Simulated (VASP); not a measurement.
A run of VASP 6.6.1:

INCAR

```
PREC     = Accurate       # precision mode
ENCUT    = 520            # plane-wave cutoff, eV
EDIFF    = 1E-6           # SCF threshold, eV
ISMEAR   = 0              # smearing method
SIGMA    = 0.05           # smearing width, eV
LREAL    = False          # projectors in reciprocal space
LASPH    = True           # aspherical terms in the spheres
NELM     = 150            # most SCF steps
ALGO     = Normal         # electronic algorithm
ISIF     = 2              # what is computed and relaxed
LWAVE    = False          # write WAVECAR
LCHARG   = False          # write CHGCAR
ISPIN    = 2              # spin polarisation
MAGMOM   = 1.87 -1.87 0 0 # initial moments
LORBIT   = 11             # projections on sites
LMAXMIX  = 4              # l up to which the mixer works
LDAU     = True           # DFT+U
LDAUTYPE = 2            
LDAUL    = 2 -1           # shell
LDAUU    = 6.2 0          # U, eV
LDAUJ    = 0 0          
LDAUPRINT= 1            
GGA      = PE             # functional
NBANDS   = 28             # bands
```

KPOINTS

```
Automatic mesh
0
Gamma
  10 10 5
```

The input POSCAR:

```
NiO
1.0
    0.0000000000      2.1541465790      2.1541465790
    2.1541465790      0.0000000000      2.1541465790
    4.3052651496      4.3052651496      0.0030280085
Ni O
2 2
Direct
    0.0000000000      0.0000000000      0.0000000000
    0.0000000000      0.0000000000      0.5000000000
    0.5000000045      0.5000000045      0.2499999932
    0.4999999955      0.4999999955      0.7500000068
```

Potentials or basis: VASP PAW PBE potentials, release 64 (Ni, O).

Run with:

```bash
$ cat potpaw_PBE.64/Ni/POTCAR potpaw_PBE.64/O/POTCAR > POTCAR
$ mpirun -np 1 vasp_std > vasp.out
```

Hardware: 1 thread of Intel Xeon 8259CL, with other jobs on the host.

Estimate the wall time of this run.

Run time: 3.1 min on 1 thread of Intel Xeon 8259CL, with other jobs on the host, peak memory 0.25 GiB. Counts: scf iterations 17, k points 58.
